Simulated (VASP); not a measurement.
Write the native input for VASP 6.6.1 that does the following.

| Item | Value |
| --- | --- |
| Task | single point |
| Functional | LDA |
| Potentials or basis | VASP PAW LDA potentials, release 64 (Fe, O) |
| Cutoff | 520 eV |
| k mesh | 11 × 11 × 11 |
| Occupations | fermi-dirac, width 0.05 eV |
| Spin | collinear spin, ferromagnetic start |
| Starting moments | [3.0, 0.0] μB |
| Dipole correction | no |
| Further INCAR settings | ALGO = Normal; EDIFF = 1e-06; NBANDS = 18 |

The structure of FeO (Wuestite) lies in POSCAR:

```
FeO
1.0
    0.0000000000      2.1409337923      2.1409337923
    2.1409337923      0.0000000000      2.1409337923
    2.1409337923      2.1409337923      0.0000000000
Fe O
1 1
Direct
    0.0000000000      0.0000000000      0.0000000000
    0.5000000000      0.5000000000      0.5000000000
```

This cell differs from its parent crystal: volume scaled by 0.98.

The input as run:

INCAR

```
SYSTEM = FeO
PREC = Accurate
ENCUT = 520
EDIFF = 1E-6
ISMEAR = -1
SIGMA = 0.05
LREAL = .False.
LASPH = .True.
NELM = 150
ALGO = Normal
ISIF = 2
LWAVE = .False.
LCHARG = .True.
ISPIN = 2
MAGMOM = 3 0
LORBIT = 11
LMAXMIX = 4
GGA = CA
LELF = .True.
LVHAR = .True.
NBANDS = 18
```

KPOINTS

```
Automatic mesh
0
Gamma
  11 11 11
  0 0 0
```

Potentials or basis: VASP PAW LDA potentials, release 64 (Fe, O).

Launch:

```sh
$ cat potpaw_LDA.64/Fe/POTCAR potpaw_LDA.64/O/POTCAR > POTCAR
$ mpirun -np 1 vasp_std > vasp.out
```

Results of the run:

```
Pressure                                              : -12.3 GPa
Band gap on the k mesh                                : zero (filled and empty bands overlap)
Net moment                                            : 3.97 μB per cell
Site moments                                          : Fe +3.55; O +0.32 μB
Valence electrons inside the program's atomic spheres : Fe 6.80; O 4.96
```

Caveat: a cell with one magnetic atom can't hold antiferromagnetic order, which such compounds often take; semilocal functionals often make such compounds metallic where correlation or magnetic order opens a gap, which also shifts bond lengths.

Wall time 30 s on 1 thread of Intel(R) Xeon(R) Platinum 8488C (Sapphire Rapids), on a shared host, peak memory 0.15 GiB.
